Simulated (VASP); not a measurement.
Ru, 2 atoms in the cell. It takes space group I4_1/amd (No. 141, tetragonal). The conventional cell has a = 4.673 Å, b = 4.673 Å, c = 2.786 Å, α = 90.00°, β = 90.00°, γ = 90.00°. Within 3.2 Å of Ru (site symmetry -4m2) lie 10 Ru at 2.44 to 3.13 Å. 

- Program: VASP 6.6.1
- Task: single point
- Functional: r2SCAN
- Potentials or basis: VASP PAW PBE potentials, release 64 (Ru_pv)
- Cutoff: 550 eV
- k mesh: 22 × 22 × 22
- Occupations: gaussian, width 0.1 eV
- Spin: no spin polarisation
- Dipole correction: no
- Further INCAR settings: ALGO = Normal; EDIFF = 1e-06; NBANDS = 21

Potentials or basis: VASP PAW PBE potentials, release 64 (Ru_pv).

Run with:

```bash
$ cat potpaw_PBE.64/Ru_pv/POTCAR > POTCAR
$ cp INCAR.step1 INCAR
$ mpirun -np 1 vasp_std > vasp.out
$ cp INCAR.step2 INCAR
$ mpirun -np 1 vasp_std > vasp.out
```

Hardware: 1 thread of Oxide Virtual Turin-like Processor (shared host).

Question: Estimate the wall time of this run.

Answer: Wall time 62 min on 1 thread of Oxide Virtual Turin-like Processor, with other jobs on the host, peak memory 0.49 GiB. Counts: k points 834.
